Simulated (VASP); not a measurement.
# CO2 (I-42d) in VASP: further runs, part 2 of 2

VASP 6.6.1. Earlier steps stand in the parts before.

## (3) Single point, PBE (7.52 Å³/atom)

This run uses another cell than the first one, of 7.52 Å³/atom.

Contents of INCAR:

```
PREC = Accurate
ENCUT = 910
EDIFF = 1E-6
ISMEAR = 0
SIGMA = 0.05
LREAL = F
LASPH = T
NELM = 120
ALGO = Normal
ISIF = 2
LWAVE = F
LCHARG = F
GGA = PE
NBANDS = 25
GGA_COMPAT = F
```

Contents of KPOINTS:

```
regular mesh
0
Gamma
  10 10 10
```

Contents of POSCAR:

```
CO2
1.0
   -1.9474406817      1.9474406817      2.9757803613
    1.9474406817     -1.9474406817      2.9757803613
    1.9474406817      1.9474406817     -2.9757803613
C O
2 4
Direct
    0.0000000000      0.0000000000      0.0000000000
    0.7500000000      0.2500000000      0.5000000000
    0.3750000000      0.2960936473      0.4210936473
    0.7039063527      0.1250000000      0.0789063527
    0.8750000000      0.9539063527      0.5789063527
    0.0460936473      0.6250000000      0.9210936473
```

Potentials or basis: VASP PAW PBE potentials, release 64 (C_h, O_h).

Run with:

```
cat potpaw_PBE.64/C_h/POTCAR potpaw_PBE.64/O_h/POTCAR > POTCAR
mpirun -np 1 vasp_std > vasp.out
```

Run time: 4.5 min. Hardware: 1 thread of Intel Xeon Platinum 8375C at 2.90GHz (Ice Lake), shared host; peak memory 0.36 GiB.

Results (log left out):

```yaml
Free_energy: -43.6586 eV
Pressure: 5.5 GPa
Largest_force: 0.015 eV/Å
Band_gap_on_the_k_mesh: 7.75 eV (least direct gap 8.12 eV)
```

Forces in eV/Å, atoms in the order of the input:
```
C    0.000  0.000  0.000
C    0.000  0.000  0.000
O    0.015  0.000  0.000
O    0.000 -0.015  0.000
O   -0.015  0.000  0.000
O    0.000  0.015  0.000
```

Levels at points of the mesh, in eV from the valence-band top:
```
           k point  band 12  band 13  band 14  band 15  band 16  band 17  band 18  band 19  band 20  band 21
(0.00, 0.00, 0.00)    -1.32    -1.32    -0.81    -0.81    -0.37     7.75     9.55     9.55     9.55    12.34
(0.50, 0.00, 0.00)    -2.39    -1.68    -1.39    -0.40     0.00     8.47     9.73     9.94    10.47    12.52
(0.50, 0.50, 0.00)    -2.68    -0.61    -0.61    -0.55    -0.55     9.17     9.17    10.11    10.11    11.79
(0.50, 0.50, 0.50)    -3.11    -2.87    -2.87    -0.02    -0.02     8.97     8.97    10.96    10.96    11.47
```

Caveat: the cutoff is under 1.25 times the usual one of these potentials, so pressure, stress and relaxed cells hold a basis-set (Pulay) error; the cell stands under pressure. A k mesh can miss the band edges.

## (4) Single point, RPBE

This run uses another cell than the first one, of 7.84 Å³/atom.

Contents of INCAR:

```
SYSTEM = CO2
ALGO     = Normal         ! electronic algorithm
EDIFF    = 1E-6           ! SCF threshold, eV
ENCUT    = 910            ! plane-wave cutoff, eV
GGA      = RP             ! functional
GGA_COMPAT= .FALSE.      
ISIF     = 2              ! what is computed and relaxed
ISMEAR   = 0              ! smearing method
LASPH    = .TRUE.         ! aspherical terms in the spheres
LCHARG   = .FALSE.        ! write CHGCAR
LREAL    = .FALSE.        ! projectors in reciprocal space
LWAVE    = .FALSE.        ! write WAVECAR
NBANDS   = 25             ! bands
NELM     = 120            ! most SCF steps
PREC     = Accurate       ! precision mode
SIGMA    = 0.05           ! smearing width, eV
```

Contents of KPOINTS:

```
k-points
0
G
  10 10 10
  0 0 0
```

Contents of POSCAR:

```
CO2
1.0
   -1.9824135382      1.9824135382      2.9913663684
    1.9824135382     -1.9824135382      2.9913663684
    1.9824135382      1.9824135382     -2.9913663684
C O
2 4
Direct
    0.0000000000      0.0000000000      0.0000000000
    0.7500000000      0.2500000000      0.5000000000
    0.3750000000      0.2893122308      0.4143122308
    0.7106877692      0.1250000000      0.0856877692
    0.8750000000      0.9606877692      0.5856877692
    0.0393122308      0.6250000000      0.9143122308
```

Run with:

```
cat potpaw_PBE.64/C_h/POTCAR potpaw_PBE.64/O_h/POTCAR > POTCAR
mpirun -np 1 vasp_std > vasp.out
```

Wall time 5.4 min (1 thread of AMD EPYC 7R43 (Zen 3), shared host); peak memory 0.32 GiB.

Results (log left out):

| Quantity | Value |
| --- | --- |
| Free energy | -41.2156 eV |
| Pressure | 5.0 GPa |
| Largest force | 0.157 eV/Å |
| Band gap on the k mesh | 7.82 eV (least direct gap 8.24 eV) |

Forces in eV/Å, atoms in the order of the input:
```
C    0.000  0.000  0.000
C    0.000  0.000  0.000
O    0.157  0.000  0.000
O    0.000 -0.157  0.000
O   -0.157  0.000  0.000
O    0.000  0.157  0.000
```

Stress tensor (GPa, compression positive):
```
5.08 0.00 0.00
0.00 5.08 0.00
0.00 0.00 4.84
```

Levels at points of the mesh, in eV from the valence-band top:
```tsv
k point	band 13	band 14	band 15	band 16	band 17	band 18	band 19	band 20
(0.00, 0.00, 0.00)	-1.17	-0.86	-0.86	-0.42	7.82	9.23	9.33	9.33
(0.50, 0.00, 0.00)	-1.64	-1.32	-0.40	-0.01	8.33	9.50	9.67	10.40
(0.50, 0.50, 0.00)	-0.64	-0.64	-0.51	-0.51	8.92	8.92	10.00	10.00
(0.50, 0.50, 0.50)	-2.83	-2.83	0.00	0.00	9.03	9.03	10.68	10.68
```

Caveat: the cutoff is under 1.25 times the usual one of these potentials, so pressure, stress and relaxed cells hold a basis-set (Pulay) error; the cell stands under pressure; the PAW data sets were made with another functional, which shifts forces and pressure a little.

## (5) Single point, PBE (8.15 Å³/atom)

This run uses another cell than the first one, of 8.15 Å³/atom.

Changes to INCAR since step 4:

```diff
@@ -4,3 +4,3 @@
 ENCUT    = 910            ! plane-wave cutoff, eV
-GGA      = RP             ! functional
+GGA      = PE             ! functional
 GGA_COMPAT= .FALSE.
```

KPOINTS is that of step 4.

Contents of POSCAR:

```
CO2
1.0
   -2.0169550902      2.0169550902      3.0053772822
    2.0169550902     -2.0169550902      3.0053772822
    2.0169550902      2.0169550902     -3.0053772822
C O
2 4
Direct
    0.0000000000      0.0000000000      0.0000000000
    0.7500000000      0.2500000000      0.5000000000
    0.3750000000      0.2826931897      0.4076931897
    0.7173068103      0.1250000000      0.0923068103
    0.8750000000      0.9673068103      0.5923068103
    0.0326931897      0.6250000000      0.9076931897
```

Run with:

```
cat potpaw_PBE.64/C_h/POTCAR potpaw_PBE.64/O_h/POTCAR > POTCAR
mpirun -np 1 vasp_std > vasp.out
```

Run time: 4 min. Hardware: 1 thread of Intel Xeon Platinum 8259CL at 2.50GHz (Skylake/Cascade Lake), shared host; peak memory 0.39 GiB.

Results (log left out):

| Property | Result |
| --- | --- |
| Free energy | -43.6669 eV |
| Pressure | -5.7 GPa |
| Largest force | 0.005 eV/Å |
| Band gap on the k mesh | 7.60 eV (least direct gap 8.00 eV) |

Forces in eV/Å, atoms in the order of the input:
```
C    0.000  0.000  0.000
C    0.000  0.000  0.000
O    0.005  0.000  0.000
O    0.000 -0.005  0.000
O   -0.005  0.000  0.000
O    0.000  0.005  0.000
```

Levels at points of the mesh, in eV from the valence-band top:
```tsv
k point	band 14	band 15	band 16	band 17	band 18	band 19
(0.00, 0.00, 0.00)	-0.94	-0.94	-0.49	7.60	8.74	8.96
(0.50, 0.00, 0.00)	-1.30	-0.42	-0.02	8.03	9.09	9.34
(0.50, 0.50, 0.00)	-0.69	-0.48	-0.48	8.58	8.58	9.70
(0.50, 0.50, 0.50)	-2.81	0.00	0.00	8.86	8.86	10.25
```

Caveat: the cutoff is under 1.25 times the usual one of these potentials, so pressure, stress and relaxed cells hold a basis-set (Pulay) error; the cell stands under tension. A k mesh can miss the band edges.

## (6) The runs side by side

| task | level | potentials or basis | cell | k mesh | cutoff (eV) | gap on the mesh (eV) | pressure (GPa) | largest force (eV/Å) |
| --- | --- | --- | --- | --- | --- | --- | --- | --- |
| relaxation of cell and atoms | PBE | VASP PAW PBE potentials, release 64 (C, O) | relaxed from a = 3.894 Å, angles 125.5, 125.5, 80.6°, 6 atoms, atomic positions A | 12 × 12 × 12 | 600 | 7.62 | 0.1 | - |
| single point | PBE | VASP PAW PBE potentials, release 64 (C_h, O_h) | a = 4.055 Å, angles 122.6, 122.6, 85.6°, 6 atoms, atomic positions B | 10 × 10 × 10 | 910 | 7.75 | 5.5 | 0.02 |
| single point | RPBE | VASP PAW PBE potentials, release 64 (C_h, O_h) | a = 4.100 Å, angles 122.2, 122.2, 86.3°, 6 atoms, atomic positions C | 10 × 10 × 10 | 910 | 7.82 | 5.0 | 0.16 |
| single point | PBE | VASP PAW PBE potentials, release 64 (C_h, O_h) | a = 4.143 Å, angles 121.7, 121.7, 87.0°, 6 atoms, atomic positions D | 10 × 10 × 10 | 910 | 7.60 | -5.7 | - |

Alike in all rows: no spin polarisation; smearing gaussian 0.05 eV.

Caveats: the cutoff is under 1.25 times the usual one of these potentials, so pressure, stress and relaxed cells hold a basis-set (Pulay) error (at least some runs); the cell stands under pressure (at least some runs); the volume moved by over 15 % at a fixed basis, so the end points are rough (at least some runs); the PAW data sets were made with another functional, which shifts forces and pressure a little (at least some runs); the cell stands under tension (at least some runs).

Total energies depend on the potentials used, so only differences within one code and one set of settings carry meaning.
